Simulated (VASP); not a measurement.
# CdS (P6_3/mmc) in VASP: notebook, part 2 of 2

VASP 6.6.1. Earlier steps stand in the parts before.

## Step 4: Single point, r2SCAN

POSCAR reads:

```
CdS
1.0
    4.4085296404      0.0000000000      0.0000000000
   -2.2042648202      3.8178986620      0.0000000000
    0.0000000000      0.0000000000      5.7481181855
Cd S
2 2
Direct
    0.3333333333      0.6666666667      0.2500000000
    0.6666666667      0.3333333333      0.7500000000
    0.6666666667      0.3333333333      0.2500000000
    0.3333333333      0.6666666667      0.7500000000
```

INCAR.step1 reads:

```
ALGO = Normal ; EDIFF = 1E-4
ENCUT = 520 ; GGA = PE
ISMEAR = 0 ; LASPH = T
LCHARG = F ; LREAL = F
LWAVE = T ; NBANDS = 26
NELM = 80 ; PREC = Accurate
SIGMA = 0.01
```

INCAR.step2 reads:

```
ALGO = Normal ; EDIFF = 1E-6
ENCUT = 520 ; ISIF = 2
ISMEAR = 0 ; ISTART = 1
LASPH = T ; LCHARG = F
LMIXTAU = T ; LREAL = F
LWAVE = F ; METAGGA = R2SCAN
NBANDS = 26 ; NELM = 80
PREC = Accurate ; SIGMA = 0.01
```

KPOINTS reads:

```
k-points
0
Gamma
  6 6 4
```

Potentials or basis: VASP PAW PBE potentials, release 64 (Cd, S).

Started as:

```console
$ cat potpaw_PBE.64/Cd/POTCAR potpaw_PBE.64/S/POTCAR > POTCAR
$ cp INCAR.step1 INCAR
$ mpirun -np 1 vasp_std > vasp.out
$ cp INCAR.step2 INCAR
$ mpirun -np 1 vasp_std > vasp.out
```

OUTCAR:

```text
EDIFF = 1E-6
   ENCUT = 520
   ISIF = 2
   ISMEAR = 0
   ISTART = 1
   LASPH = T
   LREAL = F
   METAGGA = R2SCAN
   NELM = 80
   PREC = Accurate

 ion  position               nearest neighbor table
   1  0.333  0.667  0.250-   3 2.55   3 2.55   3 2.55   4 2.87   4 2.87
   2  0.667  0.333  0.750-   4 2.55   4 2.55   4 2.55   3 2.87   3 2.87
   3  0.667  0.333  0.250-   1 2.55   1 2.55   1 2.55   2 2.87   2 2.87
   4  0.333  0.667  0.750-   2 2.55   2 2.55   2 2.55   1 2.87   1 2.87

  LATTYP: Found a hexagonal cell.
 ALAT       =     4.4085296404
 C/A-ratio  =     1.3038628873

  Lattice vectors:

 A1 = (   4.4085296404,   0.0000000000,   0.0000000000)
 A2 = (  -2.2042648202,   3.8178986620,   0.0000000000)
 A3 = (   0.0000000000,   0.0000000000,   5.7481181855)

Analysis of symmetry for initial positions (statically):
=====================================================================
 Subroutine PRICEL returns:
 Original cell was already a primitive cell.

 Routine SETGRP: Setting up the symmetry group for a
 hexagonal supercell.

 Subroutine GETGRP returns: Found 24 space group operations
 (whereof 12 operations were pure point group operations)
 out of a pool of 24 trial point group operations.

The static configuration has the point symmetry D_3d.
 The point group associated with its full space group is D_6h.

Analysis of symmetry for dynamics (positions and initial velocities):
=====================================================================
 Subroutine PRICEL returns:
 Original cell was already a primitive cell.

 Routine SETGRP: Setting up the symmetry group for a
 hexagonal supercell.

 Subroutine GETGRP returns: Found 24 space group operations
 (whereof 12 operations were pure point group operations)
 out of a pool of 24 trial point group operations.

The dynamic configuration has the point symmetry D_3d.
 The point group associated with its full space group is D_6h.

 Subroutine INISYM returns: Found 24 space group operations
[... 117 lines left out ...]
     AMIX_MAG =   1.60;   BMIX_MAG =  1.00
  volume/ion in A,a.u.               =      24.19       163.22
  Fermi-wavevector in a.u.,A,eV,Ry     =   1.177500  2.225153 18.864574  1.386507
  Thomas-Fermi vector in A             =   2.313846
   LORBIT       =      0    0 simple, 1 ext, 2 COOP (PROOUT), +10 PAW based schemes
   METAGGA = R2SCAN    functional components
   LHFCALC =     F    Hartree Fock is set to
   AEXX    =    0.0000 exact exchange contribution
   IVDW    =     0    specifies the selected vdW correction
   LEPSILON=     F    determine dielectric tensor
   LRPA    =     F    only Hartree local field effects (RPA)
 non-spin polarized calculation
 Gauss-broadening in eV      SIGMA  =   0.01
  energy-cutoff  :      520.00
  volume of cell :       96.75
 maximum number of plane-waves:      2631
 NGX is ok and might be reduce to    36
   NGX = 17   NGY = 17   NGZ = 21

 number of electron      36.0000001 magnetization

 Free energy of the ion-electron system (eV)
  ---------------------------------------------------
  ext. energy  EPLUGINS =         0.00000000
  ---------------------------------------------------
  free energy    TOTEN  =       -59.06292102 eV

  energy without entropy =      -59.06292102  energy(sigma->0) =      -59.06292102

 E-fermi :   1.3832     XC(G=0):  -9.8712

 val. band max:        1.3048014483   @ k =   0.3333   0.3333   0.5000
 cond. band min:       2.7643951772   @ k =   0.0000   0.0000   0.0000
 fundamental gap:      1.4595937289
 Fermi energy:         1.3831656617

 k-point     1 :       0.0000    0.0000    0.0000
  band No.  band energies     occupation
      1     -11.6031      2.00000
      2     -10.8998      2.00000
      3      -6.7257      2.00000
      4      -6.7257      2.00000
      5      -6.7125      2.00000
      6      -6.7125      2.00000
[... 598 lines left out ...]
     25       9.7298      0.00000
     26       9.7298      0.00000

------------------------ aborting loop because EDIFF is reached ----------------------------------------

  FORCE on cell =-STRESS in cart. coord.  units (eV):
  Direction    XX          YY          ZZ          XY          YZ          ZX
  --------------------------------------------------------------------------------------
  -------------------------------------------------------------------------------------
  Total        0.2397356      0.2397356      0.1817025      0.0000000      0.0000000     -0.0000000
  in kB        3.9700807      3.9700807      3.0090378      0.0000000      0.0000000     -0.0000000
  external PRESSURE =       3.6497331 kB  Pullay stress =       0.0000000 kB

 VOLUME and BASIS-vectors are now :
 -----------------------------------------------------------------------------
  energy-cutoff  :      520.00
  volume of cell :       96.75
      direct lattice vectors                 reciprocal lattice vectors
     4.408529640  0.000000000  0.000000000     0.226832999  0.130962093  0.000000000
    -2.204264820  3.817898662  0.000000000     0.000000000  0.261924186  0.000000000
     0.000000000  0.000000000  5.748118186     0.000000000  0.000000000  0.173969979

 POSITION                                       TOTAL-FORCE (eV/Angst)
 -----------------------------------------------------------------------------------
     -0.00000      2.54527      1.43703         0.000000     -0.000000      0.000000
      2.20426      1.27263      4.31109         0.000000      0.000000      0.000000
      2.20426      1.27263      1.43703        -0.000000     -0.000000      0.000000
     -0.00000      2.54527      4.31109        -0.000000     -0.000000      0.000000
 -----------------------------------------------------------------------------------
    total drift:                               -0.000000      0.000000     -0.000000

  FREE ENERGIE OF THE ION-ELECTRON SYSTEM (eV)
  ---------------------------------------------------
  free  energy   TOTEN  =       -59.0629210184 eV

  energy  without entropy=      -59.0629210184  energy(sigma->0) =      -59.06292102
```

Wall time 2.4 min (1 thread of AMD EPYC 9R45 (Zen 5), shared host); peak memory 0.23 GiB.

Results:

- Free energy: -59.0629 eV
- Pressure: 0.4 GPa
- Band gap on the k mesh: 1.46 eV, indirect (least direct gap 1.73 eV)

Levels at points of the mesh, in eV from the valence-band top:
| k point | band 15 | band 16 | band 17 | band 18 | band 19 | band 20 | band 21 | band 22 |
| --- | --- | --- | --- | --- | --- | --- | --- | --- |
| (0.00, 0.00, 0.00) | -1.23 | -0.35 | -0.27 | -0.27 | 1.46 | 1.58 | 6.14 | 6.14 |
| (0.50, 0.00, 0.00) | -2.49 | -2.44 | -1.33 | -1.12 | 2.88 | 4.26 | 6.50 | 7.21 |
| (0.00, 0.00, 0.50) | -0.72 | -0.72 | -0.72 | -0.72 | 3.32 | 3.32 | 6.27 | 6.27 |
| (0.50, 0.00, 0.50) | -1.81 | -1.81 | -0.38 | -0.38 | 4.23 | 4.23 | 5.67 | 5.67 |

Caveat: the PAW data sets were made with another functional, which shifts forces and pressure a little. A k mesh can miss the band edges.

## Step 5: Summary

```csv
level,potentials or basis,gap on the mesh (eV),pressure (GPa)
PBE,"VASP PAW PBE potentials, release 64 (Cd, S)",0.99,1.8
LDA,"VASP PAW LDA potentials, release 64 (Cd, S)",0.74,-3.5
r2SCAN,"VASP PAW PBE potentials, release 64 (Cd, S)",1.46,0.4
```

Alike in all rows: task single point; no spin polarisation; cell as given; k mesh 6 × 6 × 4; cutoff (eV) 520; smearing gaussian 0.01 eV.

Caveats: the PAW data sets were made with another functional, which shifts forces and pressure a little (some runs).

Absolute energies hang on the potentials; compare differences alone.
